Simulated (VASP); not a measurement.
Here is a VASP 6.6.1 calculation.

INCAR

```
PREC = Accurate
ENCUT = 520
EDIFF = 1E-6
ISMEAR = -1
SIGMA = 0.05
LREAL = False
LASPH = True
NELM = 60
ALGO = Normal
ISIF = 2
LWAVE = False
LCHARG = True
GGA = PE
LELF = True
LVHAR = True
NBANDS = 16
```

File KPOINTS:

```
Automatic mesh
0
Gamma
  10 10 5
```

The input POSCAR:

```
Rb
1.0
    5.0664732571      0.0000000000      0.0000000000
   -2.5332366285      4.3876945482      0.0000000000
    0.0000000000      0.0000000000      8.2076866765
Rb
2
Direct
    0.3333333333      0.6666666667      0.2500000000
    0.6666666667      0.3333333333      0.7500000000
```

Potentials or basis: VASP PAW PBE potentials, release 64 (Rb_sv).

Run with:

```console
$ cat potpaw_PBE.64/Rb_sv/POTCAR > POTCAR
$ mpirun -np 1 vasp_std > vasp.out
```

(1) Predict the pressure.

(2) Estimate the band gap on the k mesh.

Answers

(1) 0.0 GPa.

(2) zero (bands 9 and 10 overlap by 1.64 eV).
